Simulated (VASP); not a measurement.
## CdTe: dielectric tensor with r2SCAN

CdTe:

```
CELL_PARAMETERS angstrom
0.00000 3.14876 3.14876
3.14876 0.00000 3.14876
3.14876 3.14876 0.00000
ATOMIC_POSITIONS crystal
Cd 0.00000 0.00000 0.00000
Te 0.25000 0.25000 0.25000
```

This cell differs from its parent crystal: strain -4.0%.

```yaml
Program: VASP 6.6.1
Task: dielectric tensor
Functional: r2SCAN
Potentials_or_basis: VASP PAW PBE potentials, release 64 (Cd, Te)
Cutoff: 520 eV
k_mesh: 6 × 6 × 6
Occupations: gaussian, width 0.01 eV
Spin: no spin polarisation
Dipole_correction: no
Further_INCAR_settings: ALGO = Normal; EDIFF = 1e-08
```

| Property | Result |
| --- | --- |
| Band gap on the k mesh | 1.56 eV |
| Electronic dielectric tensor (diagonal) | 7.15 |
| Born charges (mean of the diagonal) | Cd +2.02; Te -2.02 e |

Levels at points of the mesh, in eV from the valence-band top:
| k point | band 7 | band 8 | band 9 | band 10 | band 11 | band 12 |
| --- | --- | --- | --- | --- | --- | --- |
| (0.00, 0.00, 0.00) | 0.00 | 0.00 | 0.00 | 1.56 | 4.94 | 4.94 |
| (0.50, 0.00, 0.00) | -5.05 | -0.93 | -0.93 | 2.32 | 5.53 | 5.53 |
| (0.50, 0.50, 0.00) | -4.82 | -2.24 | -2.24 | 2.67 | 2.94 | 10.01 |

Electronic dielectric tensor:
```
7.15 0.00 0.00
0.00 7.15 0.00
0.00 0.00 7.15
```

Born effective charge tensors (e):
atom 1, Cd
```
2.02 0.00 0.00
0.00 2.02 0.00
0.00 0.00 2.02
```
atom 2, Te
```
-2.02  0.00  0.00
 0.00 -2.02  0.00
 0.00  0.00 -2.02
```

Dipole moments of the cell (e·Å, modulo the quantum): ionic 9.446, 9.446, 9.446; electronic 0.016, 0.016, 0.038

It took 48 min on 1 thread of AMD EPYC 9R45 96-Core Processor (Zen 5), with other jobs on the host, peak memory 0.4 GiB.

Caveat: the cell differs from its parent crystal (strain -4.0%); spin-orbit coupling is left out, which moves the levels of the heavy elements.
